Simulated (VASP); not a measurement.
# LaYF6 (R-3) in VASP: single point with r2SCAN+rVV10

Aim: the single point of LaYF6 with r2SCAN+rVV10.

Program: VASP 6.6.1. These are calculated values, not measurements. Logs are shortened: lines on timing, memory, paths and dates and some standing lists are left out, and cuts for length are marked.

### 1 The cell of the first run

It takes space group R-3 (No. 148, trigonal). The conventional cell has a = 6.736 Å, b = 6.736 Å, c = 7.426 Å, α = 90.00°, β = 90.00°, γ = 120.00°. La (site symmetry -3) has 12 F at 2.57 to 2.62 Å within 3.4 Å. Within 2.9 Å of Y (site symmetry -3) lie 6 F at 2.22 Å. Within 2.9 Å of F (site symmetry 1) lie 1 Y at 2.22 Å and 8 F at 2.38 to 2.78 Å and 2 La at 2.57 to 2.62 Å.

### 2 Single point, r2SCAN+rVV10

Contents of POSCAR:

```
LaYF6
1.0
    3.3677883710      1.9443935226      2.4754736849
   -3.3677883710      1.9443935226      2.4754736849
    0.0000000000     -3.8887870451      2.4754736849
La Y F
1 1 6
Direct
    0.0000000000      0.0000000000      0.0000000000
    0.5000000000      0.5000000000      0.5000000000
    0.5286250655      0.2540845378      0.0727685802
    0.2540845378      0.0727685802      0.5286250655
    0.9272314198      0.4713749345      0.7459154622
    0.7459154622      0.9272314198      0.4713749345
    0.4713749345      0.7459154622      0.9272314198
    0.0727685802      0.5286250655      0.2540845378
```

Contents of INCAR.step1:

```
ALGO = Normal
EDIFF = 1E-4
ENCUT = 520
GGA = PE
ISMEAR = -1
LASPH = T
LCHARG = F
LREAL = F
LWAVE = T
NBANDS = 42
NELM = 80
PREC = Accurate
SIGMA = 0.03
```

Contents of INCAR.step2:

```
ALGO = Normal
BPARAM = 11.95
CPARAM = 0.0093
EDIFF = 1E-6
ENCUT = 520
ISIF = 2
ISMEAR = -1
ISTART = 1
IVDW_NL = 2
LASPH = T
LCHARG = F
LMIXTAU = T
LREAL = F
LUSE_VDW = T
LWAVE = F
METAGGA = R2SCAN
NBANDS = 42
NELM = 80
PREC = Accurate
SIGMA = 0.03
```

Contents of KPOINTS:

```
k-points
0
Gamma
  6 6 6
```

Potentials or basis: VASP PAW PBE potentials, release 64 (La, Y_sv, F).

The run is started by

```bash
cat potpaw_PBE.64/La/POTCAR potpaw_PBE.64/Y_sv/POTCAR potpaw_PBE.64/F/POTCAR > POTCAR
cp INCAR.step1 INCAR
mpirun -np 1 vasp_std > vasp.out
cp INCAR.step2 INCAR
mpirun -np 1 vasp_std > vasp.out
```

OUTCAR:

```text
BPARAM = 11.95
   EDIFF = 1E-6
   ENCUT = 520
   ISIF = 2
   ISMEAR = -1
   ISTART = 1
   IVDW_NL = 2
   LASPH = T
   LREAL = F
   METAGGA = R2SCAN
   NELM = 80
   PREC = Accurate

 ion  position               nearest neighbor table
   1  0.000  0.000  0.000-   4 2.57   6 2.57   5 2.57   8 2.57   7 2.57   3 2.57   4 2.62   6 2.62
                             8 2.62   5 2.62   3 2.62   7 2.62   2 3.71   2 3.71
   2  0.500  0.500  0.500-   3 2.22   7 2.22   5 2.22   8 2.22   4 2.22   6 2.22   3 2.94   7 2.94
                             4 2.94   6 2.94   8 2.94   5 2.94   1 3.71   1 3.71
   3  0.529  0.254  0.073-   2 2.22   1 2.57   1 2.62   2 2.94
   4  0.254  0.073  0.529-   2 2.22   1 2.57   1 2.62   2 2.94
   5  0.927  0.471  0.746-   2 2.22   1 2.57   1 2.62   2 2.94
   6  0.746  0.927  0.471-   2 2.22   1 2.57   1 2.62   2 2.94
   7  0.471  0.746  0.927-   2 2.22   1 2.57   1 2.62   2 2.94
   8  0.073  0.529  0.254-   2 2.22   1 2.57   1 2.62   2 2.94

  LATTYP: Found a trigonal (rhomboedric) cell.
 ALAT       =     4.6098410653
 COS(alpha) =    -0.0674503327

  Lattice vectors:

 A1 = (   3.3677883710,   1.9443935226,   2.4754736849)
 A2 = (  -3.3677883710,   1.9443935226,   2.4754736849)
 A3 = (   0.0000000000,  -3.8887870451,   2.4754736849)

Analysis of symmetry for initial positions (statically):
=====================================================================
 Subroutine PRICEL returns:
 Original cell was already a primitive cell.

 Routine SETGRP: Setting up the symmetry group for a
 trigonal (rhombohedral) supercell.

 Subroutine GETGRP returns: Found  6 space group operations
 (whereof  6 operations were pure point group operations)
 out of a pool of 12 trial point group operations.

The static configuration has the point symmetry S_6 .

Analysis of symmetry for dynamics (positions and initial velocities):
=====================================================================
 Subroutine PRICEL returns:
 Original cell was already a primitive cell.

 Routine SETGRP: Setting up the symmetry group for a
 trigonal (rhombohedral) supercell.

 Subroutine GETGRP returns: Found  6 space group operations
 (whereof  6 operations were pure point group operations)
 out of a pool of 12 trial point group operations.

The dynamic configuration has the point symmetry S_6 .

 Subroutine INISYM returns: Found  6 space group operations
 (whereof  6 operations are pure point group operations),
 and found     1 'primitive' translations

----------------------------------------------------------------------------------------

                                     Primitive cell

  volume of cell :      97.2610

  direct lattice vectors                    reciprocal lattice vectors
     3.367788371  1.944393523  2.475473685     0.148465386  0.085716530  0.134654363
    -3.367788371  1.944393523  2.475473685    -0.148465386  0.085716530  0.134654363
     0.000000000 -3.888787045  2.475473685     0.000000000 -0.171433061  0.134654363

  length of vectors
     4.609841065  4.609841065  4.609841065     0.217993330  0.217993330  0.217993330

  position of ions in fractional coordinates (direct lattice)
     0.000000000  0.000000000  0.000000000
     0.500000000  0.500000000  0.500000000
     0.528625066  0.254084538  0.072768580
     0.254084538  0.072768580  0.528625066
     0.927231420  0.471374934  0.745915462
     0.745915462  0.927231420  0.471374934
     0.471374934  0.745915462  0.927231420
     0.072768580  0.528625066  0.254084538

  ion indices of the primitive-cell ions
   primitive index   ion index
                 1           1
                 2           2
                 3           3
                 4           4
                 5           5
                 6           6
                 7           7
                 8           8

----------------------------------------------------------------------------------------

 KPOINTS: k-points

Automatic generation of k-mesh.
 Grid dimensions read from file:
 generate k-points for:    6    6    6

 Generating k-lattice:

  Cartesian coordinates                     Fractional coordinates (reciprocal lattice)
     0.024744231  0.014286088  0.022442394     0.166666667  0.000000000  0.000000000
    -0.024744231  0.014286088  0.022442394     0.000000000  0.166666667  0.000000000
     0.000000000 -0.028572177  0.022442394     0.000000000  0.000000000  0.166666667

  Length of vectors
     0.036332222  0.036332222  0.036332222

  Shift w.r.t. Gamma in fractional coordinates (k-lattice)
     0.000000000  0.000000000  0.000000000

 Subroutine IBZKPT returns following result:
 ===========================================

 Found     40 irreducible k-points:

 Following reciprocal coordinates:
            Coordinates               Weight
  0.000000  0.000000  0.000000      1.000000
  0.166667 -0.000000 -0.000000      6.000000
  0.333333  0.000000 -0.000000      6.000000
  0.500000  0.000000  0.000000      3.000000
  0.166667  0.166667 -0.000000      6.000000
  0.333333  0.166667  0.000000      6.000000
[... 16 lines left out ...]
  0.333333  0.333333  0.166667      6.000000
  0.500000  0.333333  0.166667      6.000000
 [... further k-points ...]
   k-points           NKPTS =     40   k-points in BZ     NKDIM =     40   number of bands    NBANDS=     42
   number of dos      NEDOS =    301   number of ions     NIONS =      8
   total plane-waves  NPLWV =  46656
   dimension x,y,z NGX =    36 NGY =   36 NGZ =   36
   dimension x,y,z NGXF=    72 NGYF=   72 NGZF=   72
   ions per type =               1   1   6
   NGX,Y,Z   is equivalent  to a cutoff of  12.98, 12.98, 12.98 a.u.
   NGXF,Y,Z  is equivalent  to a cutoff of  25.97, 25.97, 25.97 a.u.
 SYSTEM =  unknown system
   PREC   = accura    normal or accurate (medium, high low for compatibility)
   ISTART =      1    job   : 0-new  1-cont  2-samecut
   ICHARG =      0    charge: 1-file 2-atom 10-const
   ISPIN  =      1    spin polarized calculation?
   LNONCOLLINEAR =      F non collinear calculations
   LSORBIT =      F    spin-orbit coupling
   LASPH  =      T    aspherical Exc in radial PAW
   ENCUT  =  520.0 eV  38.22 Ry    6.18 a.u.   8.57  8.57  8.57*2*pi/ulx,y,z
   NELM   =     80;   NELMIN=  2; NELMDL=  0     # of ELM steps
   EDIFF  = 0.1E-05   stopping-criterion for ELM
   LREAL  =      F    real-space projection
   EDIFFG = 0.1E-04   stopping-criterion for IOM
   NSW    =      0    number of steps for IOM
   IBRION =     -1    ionic relax: 0-MD 1-quasi-New 2-CG
   NFREE  =      0    steps in history (QN), initial steepest desc. (CG)
   ISIF   =      2    stress and relaxation
   ISYM   =      2    0-nonsym 1-usesym 2-fastsym
   POTIM  = 0.5000    time-step for ionic-motion
   TEBEG  =    0.0;   TEEND  =   0.0 temperature during run
   PSTRESS=    0.0 pullay stress
   NELECT =      64.0000    total number of electrons
   NUPDOWN=      -1.0000    fix difference up-down
   EMIN   =  10.00;   EMAX   =-10.00  energy-range for DOS
   EFERMI =   0.00;   METHOD = LEGACY
   ISMEAR =    -1;   SIGMA  =   0.03  broadening in eV -4-tet -1-fermi 0-gaus
   EFERMI_NEDOS =   21; number of points for ismear=-14 and -15
   IALGO  =     38    algorithm
   IMIX   =      4    mixing-type and parameters
     AMIX     =   0.40;   BMIX     =  1.00
     AMIX_MAG =   1.60;   BMIX_MAG =  1.00
  volume/ion in A,a.u.               =      12.16        82.04
  Fermi-wavevector in a.u.,A,eV,Ry     =   1.423930  2.690838 27.586856  2.027577
  Thomas-Fermi vector in A             =   2.544475
   LORBIT       =      0    0 simple, 1 ext, 2 COOP (PROOUT), +10 PAW based schemes
   METAGGA = R2SCAN    functional components
   LHFCALC =     F    Hartree Fock is set to
   AEXX    =    0.0000 exact exchange contribution
   IVDW_NL    =     2    kernel type
   BPARAM     =11.9500
   IVDW    =     0    specifies the selected vdW correction
   LEPSILON=     F    determine dielectric tensor
   LRPA    =     F    only Hartree local field effects (RPA)
 non-spin polarized calculation
  energy-cutoff  :      520.00
  volume of cell :       97.26
 maximum number of plane-waves:      2649
 NGX is ok and might be reduce to    36
   NGX = 17   NGY = 17   NGZ = 17

 number of electron      64.0000034 magnetization

 Free energy of the ion-electron system (eV)
  ---------------------------------------------------
  ext. energy  EPLUGINS =         0.00000000
  ---------------------------------------------------
  free energy    TOTEN  =      -101.52619538 eV

  energy without entropy =     -101.52619538  energy(sigma->0) =     -101.52619538

 E-fermi :   2.5767     XC(G=0): -11.5008

 val. band max:        1.8943305586   @ k =   0.0000   0.0000   0.0000
 cond. band min:       8.0217207833   @ k =   0.0000   0.0000   0.0000
 fundamental gap:      6.1273902247
 Fermi energy:         2.5767337307

 k-point     1 :       0.0000    0.0000    0.0000
  band No.  band energies     occupation
      1     -38.6200      2.00000
      2     -28.3164      2.00000
      3     -20.3559      2.00000
      4     -20.3182      2.00000
      5     -19.8911      2.00000
      6     -19.8911      2.00000
[... 34 lines left out ...]
     41       9.9143      0.00000
     42       9.9143      0.00000

 k-point     2 :       0.1667   -0.0000   -0.0000
  band No.  band energies     occupation
      1     -38.6195      2.00000
      2     -28.3104      2.00000
      3     -20.5204      2.00000
      4     -20.2564      2.00000
      5     -20.0451      2.00000
      6     -19.9424      2.00000
[... 34 lines left out ...]
     41       9.9325      0.00000
     42       9.9916      0.00000

 k-point     3 :       0.3333    0.0000   -0.0000
  band No.  band energies     occupation
      1     -38.6185      2.00000
      2     -28.2982      2.00000
      3     -20.6947      2.00000
      4     -20.2980      2.00000
      5     -20.1266      2.00000
      6     -19.9253      2.00000
[... 34 lines left out ...]
     41      10.0769      0.00000
     42      10.1171      0.00000

 k-point     4 :       0.5000    0.0000    0.0000
  band No.  band energies     occupation
      1     -38.6180      2.00000
      2     -28.2921      2.00000
      3     -20.7638      2.00000
      4     -20.3349      2.00000
      5     -20.1488      2.00000
      6     -19.9040      2.00000
[... 844 lines left out ...]
     41       9.8932      0.00000
     42      10.1347      0.00000

 k-point    23 :       0.3333    0.3333    0.1667
  band No.  band energies     occupation
      1     -38.6166      2.00000
      2     -28.2725      2.00000
      3     -20.8755      2.00000
      4     -20.5066      2.00000
      5     -20.2318      2.00000
      6     -19.6473      2.00000
[... 34 lines left out ...]
     41       9.7202      0.00000
     42      10.1775      0.00000

 k-point    24 :       0.5000    0.3333    0.1667
  band No.  band energies     occupation
      1     -38.6162      2.00000
      2     -28.2657      2.00000
      3     -20.8637      2.00000
      4     -20.5623      2.00000
      5     -20.0996      2.00000
      6     -19.7920      2.00000
[... 34 lines left out ...]
     41       9.8221      0.00000
     42       9.9906      0.00000

 [... further k-points ...]
[... 5 lines left out ...]
  --------------------------------------------------------------------------------------
  -------------------------------------------------------------------------------------
  Total       -0.1679387     -0.1679387     -0.0517533     -0.0000030     -0.0000000     -0.0000000
  in kB       -2.7664495     -2.7664495     -0.8525307     -0.0000502     -0.0000000     -0.0000000
  external PRESSURE =      -2.1284766 kB  Pullay stress =       0.0000000 kB

 VOLUME and BASIS-vectors are now :
 -----------------------------------------------------------------------------
  energy-cutoff  :      520.00
  volume of cell :       97.26
      direct lattice vectors                 reciprocal lattice vectors
     3.367788371  1.944393523  2.475473685     0.148465386  0.085716530  0.134654363
    -3.367788371  1.944393523  2.475473685    -0.148465386  0.085716530  0.134654363
     0.000000000 -3.888787045  2.475473685     0.000000000 -0.171433061  0.134654363

 POSITION                                       TOTAL-FORCE (eV/Angst)
 -----------------------------------------------------------------------------------
      0.00000      0.00000      0.00000        -0.000000      0.000000     -0.000000
      0.00000      0.00000      3.71321        -0.000000      0.000000     -0.000000
      0.92459      1.23891      2.11771         0.012236      0.010157     -0.016367
      0.61063     -1.42018      2.11771         0.002678     -0.015675     -0.016367
      1.53523     -0.18127      5.30871         0.014914     -0.005518      0.016367
     -0.61063      1.42018      5.30871        -0.002678      0.015675      0.016367
     -0.92459     -1.23891      5.30871        -0.012236     -0.010157      0.016367
     -1.53523      0.18127      2.11771        -0.014914      0.005518     -0.016367
 -----------------------------------------------------------------------------------
    total drift:                               -0.000000      0.000000      0.000000

  FREE ENERGIE OF THE ION-ELECTRON SYSTEM (eV)
  ---------------------------------------------------
  free  energy   TOTEN  =      -101.5261953817 eV

  energy  without entropy=     -101.5261953816  energy(sigma->0) =     -101.52619538
```

It took 8.6 min on 1 thread of Intel Xeon Platinum 8375C at 2.90GHz (Ice Lake), shared host; peak memory 0.5 GiB.

Results:

```yaml
Free_energy: -101.5262 eV
Pressure: -0.2 GPa
Largest_force: 0.023 eV/Å
Band_gap_on_the_k_mesh: 6.13 eV, direct
```

Forces in eV/Å, atoms in the order of the input:
```
La   0.000  0.000  0.000
Y    0.000  0.000  0.000
F    0.012  0.010 -0.016
F    0.003 -0.016 -0.016
F    0.015 -0.006  0.016
F   -0.003  0.016  0.016
F   -0.012 -0.010  0.016
F   -0.015  0.006 -0.016
```

Levels at points of the mesh, in eV from the valence-band top:
| k point | band 30 | band 31 | band 32 | band 33 | band 34 | band 35 |
| --- | --- | --- | --- | --- | --- | --- |
| (0.00, 0.00, 0.00) | -0.18 | 0.00 | 0.00 | 6.13 | 6.20 | 6.20 |
| (0.50, 0.00, 0.00) | -0.93 | -0.23 | -0.08 | 6.13 | 6.16 | 6.21 |
| (0.50, 0.50, 0.00) | -0.91 | -0.89 | -0.30 | 6.18 | 6.20 | 6.22 |
| (0.50, 0.50, 0.50) | -1.02 | -0.67 | -0.67 | 6.19 | 6.19 | 6.19 |

Caveat: the PAW data sets were made with another functional, which shifts forces and pressure a little; spin-orbit coupling is left out, which moves the levels of the heavy elements.
